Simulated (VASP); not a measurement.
# Au (P6_3/mmc) in VASP: single point with PBE

Aim: the single point of Au with PBE.

Everything below comes from runs of VASP 6.6.1. Logs are shortened: lines on timing, memory, paths and dates and some standing lists are left out, and cuts for length are marked.

### Step 1. The cell of the first run

Symmetry: P6_3/mmc, No. 194, hexagonal system. Conventional cell: a = 2.950 Å, b = 2.950 Å, c = 4.800 Å, α = 90.00°, β = 90.00°, γ = 120.00°. Au (site symmetry -6m2) has 12 Au at 2.94 to 2.95 Å within 3.9 Å.

This isn't the form of Au at room conditions, which is fcc.

### Step 2. Single point, PBE

Contents of INCAR:

```
SYSTEM = Au
  ALGO = Normal
  EDIFF = 1E-6
  ENCUT = 500
  GGA = PE
  GGA_COMPAT = .FALSE.
  ISIF = 2
  ISMEAR = 0
  LASPH = .TRUE.
  LCHARG = .TRUE.
  LELF = .TRUE.
  LREAL = .FALSE.
  LVHAR = .TRUE.
  LWAVE = .FALSE.
  NBANDS = 18
  NELM = 120
  PREC = Accurate
  SIGMA = 0.05
```

Contents of KPOINTS:

```
k-points
0
G
  8 8 4
  0 0 0
```

Contents of POSCAR:

```
Au
1.0
    2.9503065945      0.0000000000      0.0000000000
   -1.4751532972      2.5550404598      0.0000000000
    0.0000000000      0.0000000000      4.8000744139
Au
2
Direct
    0.3333333333      0.6666666667      0.7500000000
    0.6666666667      0.3333333333      0.2500000000
```

Potentials or basis: VASP PAW PBE potentials, release 64 (Au).

On the command line:

```bash
$ cat potpaw_PBE.64/Au/POTCAR > POTCAR
$ mpirun -np 1 vasp_std > vasp.out
```

OUTCAR:

```text
SYSTEM = Au
   EDIFF = 1E-6
   ENCUT = 500
   GGA = PE
   ISIF = 2
   ISMEAR = 0
   LASPH = .TRUE.
   LREAL = .FALSE.
   NELM = 120
   PREC = Accurate

 ion  position               nearest neighbor table
   1  0.333  0.667  0.750-   2 2.94   2 2.94   2 2.94   2 2.94   2 2.94   2 2.94
   2  0.667  0.333  0.250-   1 2.94   1 2.94   1 2.94   1 2.94   1 2.94   1 2.94

  LATTYP: Found a hexagonal cell.
 ALAT       =     2.9503065945
 C/A-ratio  =     1.6269747771

  Lattice vectors:

 A1 = (   2.9503065945,   0.0000000000,   0.0000000000)
 A2 = (  -1.4751532972,   2.5550404598,   0.0000000000)
 A3 = (   0.0000000000,   0.0000000000,   4.8000744139)

Analysis of symmetry for initial positions (statically):
=====================================================================
 Subroutine PRICEL returns:
 Original cell was already a primitive cell.

 Routine SETGRP: Setting up the symmetry group for a
 hexagonal supercell.

 Subroutine GETGRP returns: Found 24 space group operations
 (whereof 12 operations were pure point group operations)
 out of a pool of 24 trial point group operations.

The static configuration has the point symmetry D_3d.
 The point group associated with its full space group is D_6h.

Analysis of symmetry for dynamics (positions and initial velocities):
=====================================================================
 Subroutine PRICEL returns:
 Original cell was already a primitive cell.

 Routine SETGRP: Setting up the symmetry group for a
 hexagonal supercell.

 Subroutine GETGRP returns: Found 24 space group operations
 (whereof 12 operations were pure point group operations)
 out of a pool of 24 trial point group operations.

The dynamic configuration has the point symmetry D_3d.
 The point group associated with its full space group is D_6h.

 Subroutine INISYM returns: Found 24 space group operations
 (whereof 12 operations are pure point group operations),
 and found     1 'primitive' translations

----------------------------------------------------------------------------------------

                                     Primitive cell

  volume of cell :      36.1837

  direct lattice vectors                    reciprocal lattice vectors
     2.950306595  0.000000000  0.000000000     0.338947824  0.195691617  0.000000000
    -1.475153297  2.555040460  0.000000000     0.000000000  0.391383235  0.000000000
     0.000000000  0.000000000  4.800074414     0.000000000  0.000000000  0.208330104

  length of vectors
     2.950306595  2.950306594  4.800074414     0.391383235  0.391383235  0.208330104

  position of ions in fractional coordinates (direct lattice)
     0.333333333  0.666666667  0.750000000
     0.666666667  0.333333333  0.250000000

  ion indices of the primitive-cell ions
   primitive index   ion index
                 1           1
                 2           2

----------------------------------------------------------------------------------------

 KPOINTS: k-points

Automatic generation of k-mesh.
 Grid dimensions read from file:
 generate k-points for:    8    8    4

 Generating k-lattice:

  Cartesian coordinates                     Fractional coordinates (reciprocal lattice)
     0.042368478  0.024461452  0.000000000     0.125000000 -0.000000000  0.000000000
     0.000000000  0.048922904  0.000000000     0.000000000  0.125000000  0.000000000
     0.000000000  0.000000000  0.052082526     0.000000000  0.000000000  0.250000000

  Length of vectors
     0.048922904  0.048922904  0.052082526

  Shift w.r.t. Gamma in fractional coordinates (k-lattice)
     0.000000000  0.000000000  0.000000000

 Subroutine IBZKPT returns following result:
 ===========================================

 Found     30 irreducible k-points:

 Following reciprocal coordinates:
            Coordinates               Weight
  0.000000  0.000000  0.000000      1.000000
  0.125000  0.000000  0.000000      6.000000
  0.250000  0.000000  0.000000      6.000000
  0.375000  0.000000  0.000000      6.000000
  0.500000  0.000000  0.000000      3.000000
  0.125000  0.125000  0.000000      6.000000
[... 16 lines left out ...]
  0.250000  0.000000  0.500000      6.000000
  0.375000  0.000000  0.500000      6.000000
 [... further k-points ...]
   k-points           NKPTS =     30   k-points in BZ     NKDIM =     30   number of bands    NBANDS=     18
   number of dos      NEDOS =    301   number of ions     NIONS =      2
   total plane-waves  NPLWV =  20736
   dimension x,y,z NGX =    24 NGY =   24 NGZ =   36
   dimension x,y,z NGXF=    48 NGYF=   48 NGZF=   72
   ions per type =               2
   NGX,Y,Z   is equivalent  to a cutoff of  13.52, 13.52, 12.47 a.u.
   NGXF,Y,Z  is equivalent  to a cutoff of  27.05, 27.05, 24.94 a.u.
 SYSTEM =  Au
   PREC   = accura    normal or accurate (medium, high low for compatibility)
   ISTART =      0    job   : 0-new  1-cont  2-samecut
   ICHARG =      2    charge: 1-file 2-atom 10-const
   ISPIN  =      1    spin polarized calculation?
   LNONCOLLINEAR =      F non collinear calculations
   LSORBIT =      F    spin-orbit coupling
   LASPH  =      T    aspherical Exc in radial PAW
   ENCUT  =  500.0 eV  36.75 Ry    6.06 a.u.   5.38  5.38  8.75*2*pi/ulx,y,z
   NELM   =    120;   NELMIN=  2; NELMDL= -5     # of ELM steps
   EDIFF  = 0.1E-05   stopping-criterion for ELM
   LREAL  =      F    real-space projection
[... 7 lines left out ...]
   TEBEG  =    0.0;   TEEND  =   0.0 temperature during run
   PSTRESS=    0.0 pullay stress
   NELECT =      22.0000    total number of electrons
   NUPDOWN=      -1.0000    fix difference up-down
   EMIN   =  10.00;   EMAX   =-10.00  energy-range for DOS
   EFERMI =   0.00;   METHOD = LEGACY
   ISMEAR =     0;   SIGMA  =   0.05  broadening in eV -4-tet -1-fermi 0-gaus
   EFERMI_NEDOS =   21; number of points for ismear=-14 and -15
   IALGO  =     38    algorithm
   IMIX   =      4    mixing-type and parameters
     AMIX     =   0.40;   BMIX     =  1.00
     AMIX_MAG =   1.60;   BMIX_MAG =  1.00
  volume/ion in A,a.u.               =      18.09       122.09
  Fermi-wavevector in a.u.,A,eV,Ry     =   1.386899  2.620859 26.170645  1.923488
  Thomas-Fermi vector in A             =   2.511171
   LORBIT       =      0    0 simple, 1 ext, 2 COOP (PROOUT), +10 PAW based schemes
   GGA     = PE    functional components
   LHFCALC =     F    Hartree Fock is set to
   AEXX    =    0.0000 exact exchange contribution
   IVDW    =     0    specifies the selected vdW correction
   LEPSILON=     F    determine dielectric tensor
   LRPA    =     F    only Hartree local field effects (RPA)
 non-spin polarized calculation
 Gauss-broadening in eV      SIGMA  =   0.05
  energy-cutoff  :      500.00
  volume of cell :       36.18
 maximum number of plane-waves:       954
 NGX is ok and might be reduce to    24
   NGX = 11   NGY = 11   NGZ = 17

 number of electron      22.0000001 magnetization

 Free energy of the ion-electron system (eV)
  ---------------------------------------------------
  ext. energy  EPLUGINS =         0.00000000
  ---------------------------------------------------
  free energy    TOTEN  =        -6.39228196 eV

  energy without entropy =       -6.38911089  energy(sigma->0) =       -6.39069643

 E-fermi :   8.3854     XC(G=0): -12.3582

 val. band max:        8.3796322230   @ k =   0.2500   0.2500   0.2500
 cond. band min:       8.5437269793   @ k =   0.5000   0.0000   0.2500
 fundamental gap:      0.1640947564
 Fermi energy:         8.3853787451

 k-point     1 :       0.0000    0.0000    0.0000
  band No.  band energies     occupation
      1      -0.7300      2.00000
      2       1.7354      2.00000
      3       4.1389      2.00000
      4       4.2453      2.00000
      5       4.2453      2.00000
      6       4.5611      2.00000
[... 10 lines left out ...]
     17      25.9290      0.00000
     18      25.9290      0.00000

 k-point     2 :       0.1250    0.0000    0.0000
  band No.  band energies     occupation
      1      -0.2814      2.00000
      2       2.0712      2.00000
      3       3.8628      2.00000
      4       4.3912      2.00000
      5       4.5311      2.00000
      6       4.5607      2.00000
[... 10 lines left out ...]
     17      25.1810      0.00000
     18      26.3136      0.00000

 k-point     3 :       0.2500    0.0000    0.0000
  band No.  band energies     occupation
      1       0.8853      2.00000
      2       2.5602      2.00000
      3       3.6682      2.00000
      4       3.7764      2.00000
      5       4.2015      2.00000
      6       4.4886      2.00000
[... 10 lines left out ...]
     17      24.1071      0.00000
     18      25.0217      0.00000

 k-point     4 :       0.3750    0.0000    0.0000
  band No.  band energies     occupation
      1       1.9373      2.00000
      2       2.3681      2.00000
      3       2.9127      2.00000
      4       4.2058      2.00000
      5       4.3406      2.00000
      6       4.6022      2.00000
[... 10 lines left out ...]
     17      21.3843      0.00000
     18      23.7832      0.00000

 k-point     5 :       0.5000    0.0000    0.0000
  band No.  band energies     occupation
      1       2.1891      2.00000
      2       2.1980      2.00000
      3       2.6503      2.00000
      4       4.0988      2.00000
      5       4.4939      2.00000
      6       4.7379      2.00000
[... 10 lines left out ...]
     17      19.9919      0.00000
     18      23.1643      0.00000

 k-point     6 :       0.1250    0.1250    0.0000
  band No.  band energies     occupation
      1       0.5472      2.00000
      2       2.5897      2.00000
      3       3.5564      2.00000
      4       4.0075      2.00000
      5       4.2720      2.00000
      6       4.4249      2.00000
[... 10 lines left out ...]
     17      25.5373      0.00000
     18      25.7350      0.00000

 k-point     7 :       0.2500    0.1250    0.0000
  band No.  band energies     occupation
      1       1.8073      2.00000
      2       2.7737      2.00000
      3       3.1954      2.00000
      4       3.6603      2.00000
      5       4.1377      2.00000
      6       4.3582      2.00000
[... 10 lines left out ...]
     17      22.6138      0.00000
     18      24.0038      0.00000

 k-point     8 :       0.3750    0.1250    0.0000
  band No.  band energies     occupation
      1       2.4169      2.00000
      2       2.5118      2.00000
      3       2.7368      2.00000
      4       4.0472      2.00000
      5       4.4227      2.00000
      6       4.4868      2.00000
[... 10 lines left out ...]
     17      20.5594      0.00000
     18      22.8540      0.00000
[... 229 lines left out ...]
     17      20.1686      0.00000
     18      23.7531      0.00000

 k-point    20 :       0.3750    0.2500    0.2500
  band No.  band energies     occupation
      1       2.6304      2.00000
      2       3.1327      2.00000
      3       3.3042      2.00000
      4       3.4384      2.00000
      5       4.0395      2.00000
      6       4.5646      2.00000
[... 10 lines left out ...]
     17      21.2382      0.00000
     18      22.0042      0.00000

 k-point    21 :       0.0000    0.0000    0.5000
  band No.  band energies     occupation
      1       1.0032      2.00000
      2       1.0032      2.00000
      3       4.0525      2.00000
      4       4.0525      2.00000
      5       4.1676      2.00000
      6       4.1676      2.00000
[... 10 lines left out ...]
     17      26.2986      0.00000
     18      26.2986      0.00000

 k-point    22 :       0.1250    0.0000    0.5000
  band No.  band energies     occupation
      1       1.4122      2.00000
      2       1.4122      2.00000
      3       3.6945      2.00000
      4       3.6945      2.00000
      5       4.2144      2.00000
      6       4.2144      2.00000
[... 10 lines left out ...]
     17      24.6034      0.00000
     18      24.6034      0.00000

 k-point    23 :       0.2500    0.0000    0.5000
  band No.  band energies     occupation
      1       2.1341      2.00000
      2       2.1341      2.00000
      3       3.4112      2.00000
      4       3.4112      2.00000
      5       4.3442      2.00000
      6       4.3442      2.00000
[... 10 lines left out ...]
     17      24.1436      0.00000
     18      24.1436      0.00000

 k-point    24 :       0.3750    0.0000    0.5000
  band No.  band energies     occupation
      1       2.1363      2.00000
      2       2.1363      2.00000
      3       3.2055      2.00000
      4       3.2055      2.00000
      5       5.1630      2.00000
      6       5.1630      2.00000
[... 10 lines left out ...]
     17      22.3597      0.00000
     18      22.3597      0.00000

 [... further k-points ...]

------------------------ aborting loop because EDIFF is reached ----------------------------------------

  FORCE on cell =-STRESS in cart. coord.  units (eV):
  Direction    XX          YY          ZZ          XY          YZ          ZX
  --------------------------------------------------------------------------------------
  -------------------------------------------------------------------------------------
  Total       -0.0519423     -0.0519423     -0.1179888     -0.0000000     -0.0000000      0.0000000
  in kB       -2.2999521     -2.2999521     -5.2244232     -0.0000000     -0.0000000      0.0000000
  external PRESSURE =      -3.2747758 kB  Pullay stress =       0.0000000 kB

 VOLUME and BASIS-vectors are now :
 -----------------------------------------------------------------------------
  energy-cutoff  :      500.00
  volume of cell :       36.18
      direct lattice vectors                 reciprocal lattice vectors
     2.950306595  0.000000000  0.000000000     0.338947824  0.195691617  0.000000000
    -1.475153297  2.555040460  0.000000000     0.000000000  0.391383235  0.000000000
     0.000000000  0.000000000  4.800074414     0.000000000  0.000000000  0.208330104

 POSITION                                       TOTAL-FORCE (eV/Angst)
 -----------------------------------------------------------------------------------
     -0.00000      1.70336      3.60006         0.000000     -0.000000      0.000000
      1.47515      0.85168      1.20002        -0.000000      0.000000      0.000000
 -----------------------------------------------------------------------------------
    total drift:                                0.000000     -0.000000      0.000000

  FREE ENERGIE OF THE ION-ELECTRON SYSTEM (eV)
  ---------------------------------------------------
  free  energy   TOTEN  =        -6.3922819628 eV

  energy  without entropy=       -6.3891108927  energy(sigma->0) =       -6.39069643
```

Wall time 18 s (1 thread of Intel Xeon 8259CL, shared host); peak memory 0.13 GiB.

Results:

| Quantity | Value |
| --- | --- |
| Free energy | -6.3923 eV |
| Pressure | -0.3 GPa |
| Band gap on the k mesh | zero (bands 11 and 12 overlap by 5.74 eV) |

Caveat: spin-orbit coupling is left out, which moves the levels of the heavy elements.

The gap in the log of VASP goes by the Fermi energy; the results here count the filled bands.